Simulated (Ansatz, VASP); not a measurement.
Two plane-wave programs on ZnSe

File INCAR:

```
PREC = Accurate ; ENCUT = 520
EDIFF = 1E-6 ; ISMEAR = 0
SIGMA = 0.01 ; LREAL = False
LASPH = True ; NELM = 80
ALGO = Normal ; ISIF = 2
LWAVE = False ; LCHARG = True
GGA = PE ; LELF = True
LVHAR = True ; NBANDS = 16
```

The input KPOINTS:

```
Automatic mesh
0
Gamma
  6 6 6
```

The input POSCAR:

```
ZnSe
1.0
    0.0000000000      2.8942974332      2.8942974332
    2.8942974332      0.0000000000      2.8942974332
    2.8942974332      2.8942974332      0.0000000000
Zn Se
1 1
Direct
    0.0000000000      0.0000000000      0.0000000000
    0.2500000000      0.2500000000      0.2500000000
```

Input for Ansatz:

```yaml
crystal:
  lattice:
    - [0.0, 2.8942974332, 2.8942974332]
    - [2.8942974332, 0.0, 2.8942974332]
    - [2.8942974332, 2.8942974332, 0.0]
  atoms:
    - { symbol: Zn, position: [0.0, 0.0, 0.0] }
    - { symbol: Se, position: [0.25, 0.25, 0.25] }
kpoints:
  mp_grid: { grid: [6, 6, 6] }
hamiltonian:
  xc: pbe
scf:
  occupations: { method: fixed }
  n_extra_bands: 4
output:
  forces: true
  stress: true
  eigenvalues: true
```

Alike in both runs: task single point; functional PBE; k mesh 6 × 6 × 6; no spin polarisation.

```csv
,VASP,Ansatz
version,VASP 6.6.1,Ansatz 0.2.0
potentials or method,"VASP PAW PBE potentials, release 64 (Zn, Se)","plane waves, PAW"
plane-wave cutoff (eV),520,420
occupations,"gaussian, width 0.01 eV",fixed
valence electrons in the cell,18,28
```

```tsv
	VASP	Ansatz	Ansatz less VASP
gap on the k mesh at the Fermi level (eV)	1.04	1.04	0.000
pressure (GPa)	-1.3	-1.5	-0.19
```

VASP's potentials hold 18 valence electrons a cell and Ansatz's 28, so a difference there can come from the potentials and not from the codes.
